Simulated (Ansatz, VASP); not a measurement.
# Rh in VASP and in Ansatz

```
Rh
1.0
     0.00000    1.90155    1.93007
     1.90155    0.00000    1.93007
     1.90155    1.90155    0.00000
Rh
1
Direct
  0.00000 0.00000 0.00000
```

Change from the starting cell: strain +0.000 along x and y, +0.015 along z, atoms carried along.

Alike in both runs: task single point; functional r2SCAN; k mesh 8 × 8 × 8; occupations gaussian, width 0.15 eV; no spin polarisation.

```csv
,VASP,Ansatz
version,VASP 6.6.1,Ansatz 0.2.0
potentials or method,"VASP PAW PBE potentials, release 64 (Rh_sv_GW), cutoff 680 eV","scalar-relativistic, plane waves, PAW"
valence electrons in the cell,17,17
```

|  | VASP | Ansatz | Ansatz less VASP |
| --- | --- | --- | --- |
| gap on the k mesh at the Fermi level (eV) | none | none | - |
| pressure (GPa) | -3.7 | -3.8 | -0.08 |
| traceless stress, the component that is largest in VASP (GPa) | -2.26 | -2.26 | +0.003 |

VASP's potentials were made for PBE, not for r2SCAN. A gap of «none» marks a metal or a gap that the smearing closes.
